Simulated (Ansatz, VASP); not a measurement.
## Two plane-wave programs on Os

```
Os
1.0
     2.78772    0.00000    0.00000
    -1.39386    2.41424    0.00000
     0.00000    0.00000    4.40442
Os
2
Direct
  0.66667 0.33333 0.75000
  0.33333 0.66667 0.25000
```

Alike in both runs: task single point; functional HSE06; k mesh 6 × 6 × 3; occupations fermi-dirac, width 0.05 eV; no spin polarisation.

|  | VASP | Ansatz |
| --- | --- | --- |
| version | VASP 6.6.1 | Ansatz 0.2.0 |
| potentials or method | VASP PAW PBE potentials, release 64 (Os) | Ansatz PAW |
| plane-wave cutoff (eV) | 520 | 420 |
| valence electrons in the cell | 16 | 32 |

|  | VASP | Ansatz | Ansatz less VASP |
| --- | --- | --- | --- |
| gap on the k mesh at the Fermi level (eV) | none | none | - |
| pressure (GPa) | -25.6 | -26.4 | -0.85 |
| traceless stress, the component that is largest in VASP (GPa) | -3.46 | -3.74 | -0.287 |

A gap of «none» marks a metal or a gap that the smearing closes. VASP's potentials hold 16 valence electrons a cell and Ansatz's 32, so a difference there can come from the potentials and not from the codes.

The k mesh is coarse, so the values compare programs but aren't converged. Neither program's run includes spin-orbit coupling.
